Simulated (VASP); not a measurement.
# LiH (C2/c) in VASP: notebook

LiH is run at these levels: PBE; tasks: single point, relaxation of cell and atoms.

All numbers are computed with VASP 6.6.1; they aren't measurements. Logs are shortened: lines on timing, memory, paths and dates and some standing lists are left out, and cuts for length are marked.

**1. The cell of the first run**

Symmetry: C2/c, No. 15, monoclinic system. Conventional cell: a = 1.709 Å, b = 6.700 Å, c = 3.457 Å, α = 90.00°, β = 104.31°, γ = 90.00°. Li (site symmetry -1) has 6 Li at 1.71 to 2.11 Å and 6 H at 1.73 to 2.37 Å within 2.4 Å. Within 2.4 Å of H (site symmetry -1) lie 6 H at 1.71 to 2.11 Å and 6 Li at 1.73 to 2.37 Å.

The cell was generated, and may not be a known phase.

**2. Single point, PBE**

File INCAR:

```
SYSTEM = LiH
  ALGO = Normal
  EDIFF = 1E-6
  ENCUT = 520
  GGA = PE
  ISIF = 2
  ISMEAR = 0
  LASPH = .True.
  LCHARG = .False.
  LREAL = .False.
  LWAVE = .False.
  NBANDS = 12
  NELM = 80
  PREC = Accurate
  SIGMA = 0.1
```

File KPOINTS:

```
k-points
0
Gamma
  10 10 10
  0 0 0
```

File POSCAR:

```
LiH
1.0
    0.8545148000     -3.3499291400      0.0000000000
    0.8545148000      3.3499291400      0.0000000000
   -0.8545148000      0.0000000000      3.3499291400
Li H
2 2
Direct
    0.5000000000      0.5000000000      0.0000000000
    0.5000000000      0.5000000000      0.5000000000
    0.0000000000      0.5000000000      0.5000000000
    0.5000000000      0.0000000000      0.0000000000
```

Potentials or basis: VASP PAW PBE potentials, release 64 (Li_sv, H).

Started as:

```bash
cat potpaw_PBE.64/Li_sv/POTCAR potpaw_PBE.64/H/POTCAR > POTCAR
mpirun -np 1 vasp_std > vasp.out
```

OUTCAR:

```text
SYSTEM = LiH
   EDIFF = 1E-6
   ENCUT = 520
   GGA = PE
   ISIF = 2
   ISMEAR = 0
   LASPH = .True.
   LREAL = .False.
   NELM = 80
   PREC = Accurate

 ion  position               nearest neighbor table
   1  0.500  0.500  0.000-   2 1.73   4 1.73   2 1.73   4 1.73   2 2.11   2 2.11
   2  0.500  0.500  0.500-   1 1.73   3 1.73   1 1.73   3 1.73   1 2.11   1 2.11
   3  0.000  0.500  0.500-   2 1.73   2 1.73
   4  0.500  0.000  0.000-   1 1.73   1 1.73

  LATTYP: Found a body centered tetragonal cell.
 ALAT       =     4.7375152228
 C/A-ratio  =     0.3607438751

  Lattice vectors:

 A1 = (   0.8545148000,  -3.3499291400,   0.0000000000)
 A2 = (   0.8545148000,   3.3499291400,   0.0000000000)
 A3 = (  -0.8545148000,   0.0000000000,   3.3499291400)

Analysis of symmetry for initial positions (statically):
=====================================================================
 Subroutine PRICEL returns:
 Original cell was already a primitive cell.

 Routine SETGRP: Setting up the symmetry group for a
 body centered tetragonal supercell.

 Subroutine GETGRP returns: Found  4 space group operations
 (whereof  2 operations were pure point group operations)
 out of a pool of 16 trial point group operations.

The static configuration has the point symmetry S_2 .
 The point group associated with its full space group is C_2h.

Analysis of symmetry for dynamics (positions and initial velocities):
=====================================================================
 Subroutine PRICEL returns:
 Original cell was already a primitive cell.

 Routine SETGRP: Setting up the symmetry group for a
 body centered tetragonal supercell.

 Subroutine GETGRP returns: Found  4 space group operations
 (whereof  2 operations were pure point group operations)
 out of a pool of 16 trial point group operations.

The dynamic configuration has the point symmetry S_2 .
 The point group associated with its full space group is C_2h.

 Subroutine INISYM returns: Found  4 space group operations
 (whereof  2 operations are pure point group operations),
 and found     1 'primitive' translations

----------------------------------------------------------------------------------------

                                     Primitive cell

  volume of cell :      19.1788

  direct lattice vectors                    reciprocal lattice vectors
     0.854514800 -3.349929140  0.000000000     0.585127373 -0.149256888  0.149256888
[... 96 lines left out ...]
   ISIF   =      2    stress and relaxation
   ISYM   =      2    0-nonsym 1-usesym 2-fastsym
   POTIM  = 0.5000    time-step for ionic-motion
   TEBEG  =    0.0;   TEEND  =   0.0 temperature during run
   PSTRESS=    0.0 pullay stress
   NELECT =       8.0000    total number of electrons
   NUPDOWN=      -1.0000    fix difference up-down
   EMIN   =  10.00;   EMAX   =-10.00  energy-range for DOS
   EFERMI =   0.00;   METHOD = LEGACY
   ISMEAR =     0;   SIGMA  =   0.10  broadening in eV -4-tet -1-fermi 0-gaus
   EFERMI_NEDOS =   21; number of points for ismear=-14 and -15
   IALGO  =     38    algorithm
   IMIX   =      4    mixing-type and parameters
     AMIX     =   0.40;   BMIX     =  1.00
     AMIX_MAG =   1.60;   BMIX_MAG =  1.00
  volume/ion in A,a.u.               =       4.79        32.36
  Fermi-wavevector in a.u.,A,eV,Ry     =   1.223201  2.311515 20.357324  1.496221
  Thomas-Fermi vector in A             =   2.358321
   LORBIT       =      0    0 simple, 1 ext, 2 COOP (PROOUT), +10 PAW based schemes
   GGA     = PE    functional components
   LHFCALC =     F    Hartree Fock is set to
   AEXX    =    0.0000 exact exchange contribution
   IVDW    =     0    specifies the selected vdW correction
   LEPSILON=     F    determine dielectric tensor
   LRPA    =     F    only Hartree local field effects (RPA)
 non-spin polarized calculation
 Gauss-broadening in eV      SIGMA  =   0.10
  energy-cutoff  :      520.00
  volume of cell :       19.18
 maximum number of plane-waves:       535
 NGX is ok and might be reduce to    28
   NGX = 13   NGY = 13   NGZ = 13

 number of electron       7.9999988 magnetization

 Free energy of the ion-electron system (eV)
  ---------------------------------------------------
  ext. energy  EPLUGINS =         0.00000000
  ---------------------------------------------------
  free energy    TOTEN  =        -3.61185799 eV

  energy without entropy =       -3.60451689  energy(sigma->0) =       -3.60818744

 E-fermi :   5.7066     XC(G=0): -10.5504

 val. band max:        5.6938982115   @ k =  -0.2000   0.1000   0.0000
 cond. band min:       5.7107234762   @ k =   0.1000   0.0000  -0.1000
 fundamental gap:      0.0168252647
 Fermi energy:         5.7065619488

 k-point     1 :       0.0000    0.0000    0.0000
  band No.  band energies     occupation
      1     -43.8475      2.00000
      2     -42.6723      2.00000
      3      -4.9997      2.00000
      4       4.0877      2.00000
      5       4.9648      2.00000
      6       5.2032      2.00000
      7      12.1692      0.00000
      8      16.6241      0.00000
      9      18.3819      0.00000
     10      20.6686      0.00000
     11      26.8960      0.00000
     12      37.8111      0.00000
[... 331 lines left out ...]
 k-point    24 :       0.5000    0.0000   -0.4000
  band No.  band energies     occupation
      1     -42.3613      2.00000
      2     -42.1446      2.00000
      3       4.0161      2.00000
      4       7.1124      0.00000
      5       8.9235      0.00000
      6      11.5160      0.00000
      7      13.5047      0.00000
      8      16.4785      0.00000
      9      18.5920      0.00000
     10      20.7030      0.00000
     11      23.3707      0.00000
     12      24.8342      0.00000

 [... further k-points ...]
[... 5 lines left out ...]
  --------------------------------------------------------------------------------------
  -------------------------------------------------------------------------------------
  Total       13.2350646     -1.9230498     13.0318648      0.0000000      0.0000000     -0.1951782
  in kB     1105.6452929   -160.6498343   1088.6701672      0.0000000      0.0000000    -16.3050109
  external PRESSURE =     677.8885419 kB  Pullay stress =       0.0000000 kB

 VOLUME and BASIS-vectors are now :
 -----------------------------------------------------------------------------
  energy-cutoff  :      520.00
  volume of cell :       19.18
      direct lattice vectors                 reciprocal lattice vectors
     0.854514800 -3.349929140  0.000000000     0.585127373 -0.149256888  0.149256888
     0.854514800  3.349929140  0.000000000     0.585127373  0.149256888  0.149256888
    -0.854514800  0.000000000  3.349929140     0.000000000  0.000000000  0.298513777

 POSITION                                       TOTAL-FORCE (eV/Angst)
 -----------------------------------------------------------------------------------
      0.85451      0.00000      0.00000        -0.000000      0.000000      0.000000
      0.42726      0.00000      1.67496         0.000000     -0.000000      0.000000
      0.00000      1.67496      1.67496        -0.000000      0.000000      0.000000
      0.42726     -1.67496      0.00000        -0.000000      0.000000      0.000000
 -----------------------------------------------------------------------------------
    total drift:                                0.000000      0.000000      0.000000

  FREE ENERGIE OF THE ION-ELECTRON SYSTEM (eV)
  ---------------------------------------------------
  free  energy   TOTEN  =        -3.6118579866 eV

  energy  without entropy=       -3.6045168949  energy(sigma->0) =       -3.60818744
```

OSZICAR:

```text
N       E                     dE             d eps       ncg     rms          rms(c)
DAV:   1     0.311457950709E+02    0.31146E+02   -0.38595E+03  6840   0.716E+02
DAV:   2    -0.114277201086E+01   -0.32289E+02   -0.31256E+02  9628   0.152E+02
DAV:   3    -0.345187254094E+01   -0.23091E+01   -0.22422E+01  9920   0.325E+01
DAV:   4    -0.351213502748E+01   -0.60262E-01   -0.60081E-01  8288   0.453E+00
DAV:   5    -0.351263000358E+01   -0.49498E-03   -0.49453E-03  9084   0.364E-01    0.228E+00
DAV:   6    -0.353297476532E+01   -0.20345E-01   -0.18229E-01  8276   0.108E+00    0.162E+00
DAV:   7    -0.357889088126E+01   -0.45916E-01   -0.26586E-02  7052   0.106E+00    0.105E+00
DAV:   8    -0.361148626327E+01   -0.32595E-01   -0.55663E-02  6812   0.169E+00    0.788E-02
DAV:   9    -0.361182145587E+01   -0.33519E-03   -0.12729E-03  9152   0.301E-01    0.306E-02
DAV:  10    -0.361185149183E+01   -0.30036E-04   -0.56486E-05  9016   0.558E-02    0.488E-03
DAV:  11    -0.361185810829E+01   -0.66165E-05   -0.17344E-05  7744   0.300E-02    0.179E-03
DAV:  12    -0.361185798657E+01    0.12172E-06   -0.68912E-07  8696   0.594E-03
   1 F= -.36118580E+01 E0= -.36081874E+01  d E =-.734109E-02
```

stdout:

```text
POSCAR found type information on POSCAR LiH
 POSCAR found :  2 types and       4 ions
 scaLAPACK will be used
 LDA part: xc-table for (Slater+PW92), standard interpolation
 POSCAR, INCAR and KPOINTS ok, starting setup
 FFT: planning ... GRIDC
 FFT: planning ... GRID_SOFT
 FFT: planning ... GRID
 WAVECAR not read
 entering main loop
```

Run time: 48 s. Hardware: 1 thread of AMD EPYC 9R45 (Zen 5), shared host; peak memory 0.16 GiB.

What came out:

* Free energy: -3.6119 eV
* Band gap on the k mesh: zero (bands 4 and 5 overlap by 4.59 eV)

Caveat: the k points lie up to 0.39 Å⁻¹ apart, too coarse for converged energies and pressures of a metal; the cutoff is under 1.25 times the usual one of these potentials, so pressure, stress and relaxed cells hold a basis-set (Pulay) error; atoms lie so close that the PAW spheres overlap strongly, which falsifies energies and pressures.

**3. Single point, PBE**

This run uses another cell than the first one, of 18.42 Å³/atom.

File INCAR:

```
ALGO = Normal
EDIFF = 1E-6
ENCUT = 520
GGA = PE
ISIF = 2
ISMEAR = 0
LASPH = True
LCHARG = False
LREAL = False
LWAVE = False
NBANDS = 12
NELM = 100
PREC = Accurate
SIGMA = 0.02
```

File KPOINTS:

```
k-points
0
Gamma
  10 10 4
```

File POSCAR:

```
LiH
1.0
    1.5468486406     -2.9638004912      0.0043820860
    1.5468486406      2.9638004912      0.0043820860
   -1.1267067463      0.0000000000      8.0314534457
Li H
2 2
Direct
    0.5000000000      0.5000000000      0.5000000000
    0.5000000000      0.5000000000      0.0000000000
    0.0000000000      0.5000000000      0.0000000000
    0.5000000000      0.0000000000      0.5000000000
```

Potentials or basis: VASP PAW PBE potentials, release 64 (Li_sv, H).

Started as:

```bash
cat potpaw_PBE.64/Li_sv/POTCAR potpaw_PBE.64/H/POTCAR > POTCAR
mpirun -np 1 vasp_std > vasp.out
```

Run time: 53 s. Hardware: 1 thread of AMD EPYC 9R45 (Zen 5), shared host; peak memory 0.21 GiB.

Results (log left out):

| Item | Value |
| --- | --- |
| Free energy | -10.9399 eV |
| Band gap on the k mesh | 1.91 eV (least direct gap 3.32 eV) |

Levels at points of the mesh, in eV from the valence-band top:
```csv
k point,band 2,band 3,band 4,band 5,band 6,band 7
"(0.00, 0.00, 0.00)",-44.69,-2.79,-2.09,1.91,6.22,6.54
"(0.50, 0.00, 0.00)",-44.68,-1.28,-0.01,3.38,5.72,6.45
"(0.50, 0.50, 0.00)",-44.68,-1.82,-1.50,4.30,5.78,6.24
"(0.00, 0.00, 0.50)",-44.69,-2.49,-2.49,3.28,3.28,9.88
"(0.50, 0.00, 0.50)",-44.68,-1.29,0.00,3.32,5.48,7.33
"(0.50, 0.50, 0.50)",-44.68,-1.67,-1.67,4.72,4.72,7.65
```

Caveat: the cutoff is under 1.25 times the usual one of these potentials, so pressure, stress and relaxed cells hold a basis-set (Pulay) error.

**4. Relaxation of cell and atoms, PBE**

File INCAR:

```
SYSTEM = LiH
ALGO = Normal
EDIFF = 1E-6
EDIFFG = -0.04
ENCUT = 600
GGA = PE
IBRION = 2
ISIF = 3
ISMEAR = 0
LASPH = .TRUE.
LCHARG = .FALSE.
LREAL = .FALSE.
LWAVE = .FALSE.
NELM = 100
NSW = 90
PREC = Accurate
SIGMA = 0.1
```

File KPOINTS:

```
k-points
0
G
  10 10 10
  0 0 0
```

File POSCAR:

```
LiH
1.0
    0.8545148000     -3.3499291400      0.0000000000
    0.8545148000      3.3499291400      0.0000000000
   -0.8545148000      0.0000000000      3.3499291400
Li H
2 2
Direct
    0.5000000000      0.5000000000      0.0000000000
    0.5000000000      0.5000000000      0.5000000000
    0.0000000000      0.5000000000      0.5000000000
    0.5000000000      0.0000000000      0.0000000000
```

Started as:

```bash
cat potpaw_PBE.64/Li_sv/POTCAR potpaw_PBE.64/H/POTCAR > POTCAR
mpirun -np 1 vasp_std > vasp.out
```

Wall time 3.3 min (1 thread of AMD EPYC 9R45 (Zen 5), shared host); peak memory 0.15 GiB.

It converged, with:

- Free energy: -9.3260 eV
- Relaxed volume: 9.00 Å³/atom
- Relaxed cell: a = 3.202 Å, b = 3.202 Å, c = 4.975 Å, α = 95.63°, β = 95.63°, γ = 133.23°
- Space group after relaxing (to 0.1 Å): C2/c (No. 15)
- Energy gained by relaxing: 1427.3 meV/atom
- Ionic steps: 9
- Pressure after relaxing: -0.2 GPa
- Band gap on the k mesh: zero (bands 4 and 5 overlap by 0.04 eV)

Stress tensor (GPa, compression positive):
```
-0.54  0.00  0.18
 0.00 -0.10  0.00
 0.18  0.00 -0.02
```

The path:
```tsv
step	energy change (eV)	largest force (eV/Å)	pressure (GPa)	volume (Å³)
1	0.0000	0.0000	67.96	19.18
2	-3.2934	0.0000	27.14	25.16
3	-5.5932	0.0000	-2.44	37.76
4	-5.6275	0.0000	-3.52	39.51
5	-5.6293	0.0000	-3.74	39.97
6	-5.6870	0.0000	-2.14	38.40
7	-5.6881	0.0000	-1.88	38.18
8	-5.7025	0.0000	-1.15	37.12
9	-5.7091	0.0000	-0.22	36.01
```

Final structure:
```yaml
crystal:
  lattice:
    - [1.27082, -2.93880, 0.00534]
    - [1.27082, 2.93880, 0.00534]
    - [-1.25076, 0.00000, 4.81514]
  atoms:
    - { symbol: Li, position: [0.50000, 0.50000, 0.00000] }
    - { symbol: Li, position: [0.50000, 0.50000, 0.50000] }
    - { symbol: H, position: [0.00000, 0.50000, 0.50000] }
    - { symbol: H, position: [0.50000, 0.00000, 0.00000] }
```

Levels at points of the mesh, in eV from the Fermi level:
| k point | band 2 | band 3 | band 4 | band 5 | band 6 | band 7 |
| --- | --- | --- | --- | --- | --- | --- |
| (0.00, 0.00, 0.00) | -46.66 | -5.89 | -1.62 | -0.07 | 8.39 | 9.10 |
| (0.50, 0.00, 0.00) | -46.61 | -2.74 | -0.64 | 1.97 | 5.96 | 6.38 |
| (0.50, 0.00, 0.50) | -46.63 | -2.82 | -0.03 | 1.48 | 5.49 | 6.80 |
| (0.50, 0.50, 0.00) | -46.65 | -5.38 | -2.14 | 2.23 | 3.09 | 5.74 |
| (0.00, 0.00, 0.50) | -46.69 | -4.62 | -4.62 | 5.00 | 5.00 | 9.78 |
| (0.50, 0.50, 0.50) | -46.68 | -4.14 | -4.14 | 2.52 | 2.52 | 10.34 |

Caveat: the k points lie up to 0.28 Å⁻¹ apart in the final cell; the cutoff is under 1.25 times the usual one of these potentials, so pressure, stress and relaxed cells hold a basis-set (Pulay) error; the volume moved by over 15 % at a fixed basis, so the end points are rough.

**5. Overview**

| task | cell | k mesh | cutoff (eV) | smearing | gap on the mesh (eV) |
| --- | --- | --- | --- | --- | --- |
| single point | a = 3.457 Å, angles 93.5, 93.5, 151.4°, 4 atoms | 10 × 10 × 10 | 520 | gaussian 0.1 eV | none |
| single point | a = 3.343, b = 3.343, c = 8.110 Å, angles 93.6, 93.6, 124.9°, 4 atoms | 10 × 10 × 4 | 520 | gaussian 0.02 eV | 1.91 |
| relaxation of cell and atoms | relaxed from a = 3.457 Å, angles 93.5, 93.5, 151.4°, 4 atoms | 10 × 10 × 10 | 600 | gaussian 0.1 eV | none |

Alike in all rows: level PBE; potentials or basis VASP PAW PBE potentials, release 64 (Li_sv, H); no spin polarisation.

Caveats: some runs use coarse meshes; the cutoff is under 1.25 times the usual one of these potentials, so pressure, stress and relaxed cells hold a basis-set (Pulay) error; atoms lie so close that the PAW spheres overlap strongly, which falsifies energies and pressures (at least some runs); the volume moved by over 15 % at a fixed basis, so the end points are rough (at least some runs).

Total energies depend on the potentials used, so only differences within one code and one set of settings carry meaning.

The gap in the log of VASP goes by the Fermi energy; the results here count the filled bands.